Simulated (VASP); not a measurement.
A run of VASP 6.6.1 is set up as follows.

File INCAR:

```
PREC = Accurate
ENCUT = 520
EDIFF = 1E-6
ISMEAR = 0
SIGMA = 0.1
LREAL = F
LASPH = T
NELM = 150
ALGO = Normal
ISIF = 2
LWAVE = F
LCHARG = F
ISPIN = 2
MAGMOM = 0.92 0.92 0 0 0 0
LORBIT = 11
LMAXMIX = 4
GGA = PE
NBANDS = 41
```

Contents of KPOINTS:

```
Automatic mesh
0
Gamma
  4 4 6
```

The input POSCAR:

```
WF2
1.0
    5.8926593052      0.0000000000      0.0000000000
    0.0000000000      5.8926593052      0.0000000000
    0.0000000000      0.0000000000      2.4531993801
W F
2 4
Direct
    0.0000000000      0.0000000000      0.0000000000
    0.5000000000      0.5000000000      0.5000000000
    0.2457756166      0.2457756166      0.0000000000
    0.7542243834      0.7542243834      0.0000000000
    0.7457756166      0.2542243834      0.5000000000
    0.2542243834      0.7457756166      0.5000000000
```

Potentials or basis: VASP PAW PBE potentials, release 64 (W_sv, F).

Run with:

```sh
$ cat potpaw_PBE.64/W_sv/POTCAR potpaw_PBE.64/F/POTCAR > POTCAR
$ mpirun -np 1 vasp_std > vasp.out
```

(1) What does it give for the net moment?

(2) What does it give for the pressure?

## Answers

(1) 0.48 μB per cell.

(2) 1.1 GPa.

Caveat: the k points lie up to 0.43 Å⁻¹ apart; a moment this small can come from the mesh or the smearing.
